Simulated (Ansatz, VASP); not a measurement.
# Two plane-wave programs on CuF

The input POSCAR:

```
CuF
1.0
    2.7897758246      0.0000000000      0.0000000000
   -1.3948879123      2.4160167350      0.0000000000
    0.0000000000      0.0000000000      6.7211225818
Cu F
2 2
Direct
    0.3333333333      0.6666666667      0.0459865600
    0.6666666667      0.3333333333      0.5459865600
    0.3333333333      0.6666666667      0.3290134400
    0.6666666667      0.3333333333      0.8290134400
```

The input INCAR.step1:

```
SYSTEM = CuF
PREC = Accurate
ENCUT = 520
ISMEAR = -1
SIGMA = 0.02
LREAL = .FALSE.
LASPH = .TRUE.
NELM = 60
NBANDS = 26
GGA = PE
ALGO = Normal
EDIFF = 1E-4
LWAVE = .TRUE.
LCHARG = .FALSE.
```

The input INCAR.step2:

```
SYSTEM = CuF
PREC = Accurate
ENCUT = 520
EDIFF = 1E-7
ISMEAR = -1
SIGMA = 0.02
LREAL = .FALSE.
LASPH = .TRUE.
NELM = 60
ALGO = Normal
ISIF = 2
LWAVE = .FALSE.
LCHARG = .TRUE.
METAGGA = R2SCAN
LMIXTAU = .TRUE.
LELF = .TRUE.
LVHAR = .TRUE.
NBANDS = 26
ISTART = 1
```

Contents of KPOINTS:

```
Automatic mesh
0
G
  9 9 4
  0 0 0
```

Input for Ansatz:

```yaml
crystal:
  lattice:
    - [2.7897758246, 0.0, 0.0]
    - [-1.3948879123, 2.416016735, 0.0]
    - [0.0, 0.0, 6.7211225818]
  atoms:
    - { symbol: Cu, position: [0.3333333333, 0.6666666667, 0.04598656] }
    - { symbol: Cu, position: [0.6666666667, 0.3333333333, 0.54598656] }
    - { symbol: F, position: [0.3333333333, 0.6666666667, 0.32901344] }
    - { symbol: F, position: [0.6666666667, 0.3333333333, 0.82901344] }
kpoints:
  mp_grid: { grid: [9, 9, 4] }
hamiltonian:
  xc: r2scan
scf:
  occupations: { method: fermi_dirac, width: 0.02 }
  n_extra_bands: 5
output:
  forces: true
  stress: true
  eigenvalues: true
```

Alike in both runs: task single point; functional r2SCAN; k mesh 9 × 9 × 4; occupations fermi-dirac, width 0.02 eV; no spin polarisation.

```csv
,VASP,Ansatz
version,VASP 6.6.1,Ansatz 0.2.0
potentials or method,"VASP PAW PBE potentials, release 64 (Cu, F)","plane waves, PAW"
plane-wave cutoff (eV),520,500
valence electrons in the cell,36,52
```

```csv
,VASP,Ansatz,Ansatz less VASP
pressure (GPa),0.4,0.0,-0.41
"traceless stress, the component that is largest in VASP (GPa)",0.81,0.00,-0.810
rms of the force components (eV/Å),0.026,0.001,-0.0251
```

VASP's potentials were made for PBE, not for r2SCAN. Atom by atom the forces differ by 0.025 eV/Å (rms over components). VASP's potentials hold 36 valence electrons a cell and Ansatz's 52, so a difference there can come from the potentials and not from the codes.
